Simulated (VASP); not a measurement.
# Ga: single point with PBEsol

Ga:

```
CELL_PARAMETERS angstrom
1.45000 -4.06500 0.00000
1.45000 4.06500 0.00000
0.00000 0.00000 3.17000
ATOMIC_POSITIONS crystal
Ga 0.84482 0.08622 0.25000
Ga 0.13300 0.86700 0.75000
```

This cell differs from its parent crystal: atom 1 (Ga) moved by (-0.100, -0.100) A along x and y.

| Property | Result |
| --- | --- |
| Program | VASP 6.6.1 |
| Task | single point |
| Functional | PBEsol |
| Potentials or basis | VASP PAW PBE potentials, release 64 (Ga_d) |
| Cutoff | 520 eV |
| k mesh | 18 × 18 × 16 |
| Occupations | gaussian, width 0.15 eV |
| Spin | no spin polarisation |
| Dipole correction | no |
| Further INCAR settings | ALGO = Fast; EDIFF = 1e-06; NBANDS = 20 |

```json
{
 "Pressure": "-1.3 GPa",
 "Largest force": "0.648 eV/Å",
 "Band gap on the k mesh": "zero (bands 13 and 14 overlap by 9.82 eV)"
}
```

Forces on the atoms (eV/Å):
```
Ga  -0.012  0.647  0.000
Ga   0.012 -0.647  0.000
```

Stress tensor (GPa, compression positive):
```
-4.73 -0.20  0.00
-0.20  0.40  0.00
 0.00  0.00  0.33
```

Levels at points of the mesh, in eV from the Fermi level:
| k point | band 11 | band 12 | band 13 | band 14 | band 15 | band 16 |
| --- | --- | --- | --- | --- | --- | --- |
| (0.00, 0.00, 0.00) | -11.22 | -2.31 | -1.57 | 2.90 | 6.62 | 8.18 |
| (0.50, 0.00, 0.00) | -6.75 | -5.39 | -1.54 | -0.59 | 6.43 | 6.71 |
| (0.00, 0.50, 0.00) | -6.86 | -5.12 | -1.74 | -0.59 | 6.19 | 6.45 |
| (0.50, 0.50, 0.00) | -8.90 | -8.90 | 5.49 | 5.49 | 5.86 | 7.01 |
| (0.00, 0.00, 0.50) | -7.39 | -7.39 | 1.90 | 1.90 | 2.43 | 2.43 |
| (0.50, 0.00, 0.50) | -3.06 | -3.06 | -1.58 | -1.58 | 1.72 | 1.72 |
| (0.00, 0.50, 0.50) | -3.21 | -3.21 | -1.33 | -1.33 | 1.86 | 1.86 |
| (0.50, 0.50, 0.50) | -5.50 | -5.50 | -4.33 | -4.33 | 9.61 | 9.61 |

Run time: 6.2 min on 1 thread of Intel(R) Xeon(R) 6975P-C (Granite Rapids) (shared host), peak memory 0.88 GiB.

Caveat: the cell differs from its parent crystal (atom 1 (Ga) moved by (-0.100, -0.100) A along x and y); the PAW data sets were made with another functional, which shifts forces and pressure a little.
